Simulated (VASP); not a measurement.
Input of a VASP 6.6.1 run:

Contents of INCAR:

```
PREC = Accurate
ENCUT = 520
EDIFF = 1E-6
ISMEAR = 0
SIGMA = 0.05
LREAL = False
LASPH = True
NELM = 100
ALGO = Normal
ISIF = 2
LWAVE = False
LCHARG = False
GGA = PE
IVDW = 12
NBANDS = 35
```

KPOINTS

```
regular mesh
0
Gamma
  12 12 4
```

The input POSCAR:

```
WSe2
1.0
    3.2790275592      0.0000000000      0.0000000000
   -1.6395137796      2.8397211660      0.0000000000
    0.0000000000      0.0000000000     12.7886113051
W Se
2 4
Direct
    0.3333333333      0.6666666667      0.2500000000
    0.6666666667      0.3333333333      0.7500000000
    0.3333333333      0.6666666667      0.6182912222
    0.6666666667      0.3333333333      0.1182912222
    0.3333333333      0.6666666667      0.8817087778
    0.6666666667      0.3333333333      0.3817087778
```

Potentials or basis: VASP PAW PBE potentials, release 64 (W_sv, Se).

Command:

```sh
$ cat potpaw_PBE.64/W_sv/POTCAR potpaw_PBE.64/Se/POTCAR > POTCAR
$ mpirun -np 1 vasp_std > vasp.out
```

Q: Estimate the pressure.

A: 0.3 GPa.

Q: Estimate the dispersion energy per atom.

A: -0.475 eV.

Stress tensor (GPa, compression positive):
```
0.28 0.00 0.00
0.00 0.28 0.00
0.00 0.00 0.39
```

Caveat: spin-orbit coupling is left out, which moves the levels of the heavy elements.

**Measured values to compare with.**

“Time-resolved XUV ARPES with tunable 24–33 eV laser pulses at 30 meV resolution”, 2019, pmc:6684652 reports, for a bulk crystal of WSe2: band gap 1.3 eV (indirect).

A measured gap of WSe2 is 1.3 eV (indirect; “Time-resolved XUV ARPES with tunable 24–33 eV laser pulses at 30 meV resolution”, 2019, pmc:6684652); the calculated 0.89 eV misses it by -0.41 eV. Spin-orbit coupling on Se, W is left out. The value is that of PBE+D3(BJ) on a finite k mesh, which can miss the band edges, without temperature or zero-point motion. Semilocal functionals fall short of measured gaps as a rule.
